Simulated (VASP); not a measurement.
A run of VASP 6.6.1:

INCAR

```
SYSTEM = TiTe2
ALGO     = Normal         ! electronic algorithm
EDIFF    = 1E-6           ! SCF threshold, eV
EDIFFG   = -0.01          ! ionic threshold
ENCUT    = 600            ! plane-wave cutoff, eV
GGA      = PS             ! functional
IBRION   = 2              ! ionic algorithm
ISIF     = 3              ! what is computed and relaxed
ISMEAR   = -1             ! smearing method
LASPH    = .TRUE.         ! aspherical terms in the spheres
LCHARG   = .FALSE.        ! write CHGCAR
LREAL    = .FALSE.        ! projectors in reciprocal space
LWAVE    = .FALSE.        ! write WAVECAR
NELM     = 60             ! most SCF steps
NSW      = 80             ! ionic steps
PREC     = Accurate       ! precision mode
SIGMA    = 0.1            ! smearing width, eV
```

File KPOINTS:

```
k-points
0
G
  10 10 5
  0 0 0
```

The input POSCAR:

```
TiTe2
1.0
    3.7770000000      0.0000000000      0.0000000000
   -1.8885000000      3.2709779500      0.0000000000
    0.0000000000      0.0000000000      6.4980000000
Ti Te
1 2
Direct
    0.0000000000      0.0000000000      0.0000000000
    0.6666666700      0.3333333300      0.2628000000
    0.3333333300      0.6666666700      0.7372000000
```

Potentials or basis: VASP PAW PBE potentials, release 64 (Ti_sv, Te).

The run is started by

```console
$ cat potpaw_PBE.64/Ti_sv/POTCAR potpaw_PBE.64/Te/POTCAR > POTCAR
$ mpirun -np 1 vasp_std > vasp.out
```

Hardware: 1 thread of Intel Xeon 8259CL, on a shared host.

Problem. How long does it take, and how much memory?

Solution. It took 16 min on 1 thread of Intel Xeon 8259CL (shared host), peak memory 0.3 GiB. Counts: scf iterations 109, k points 58, ion steps 12.
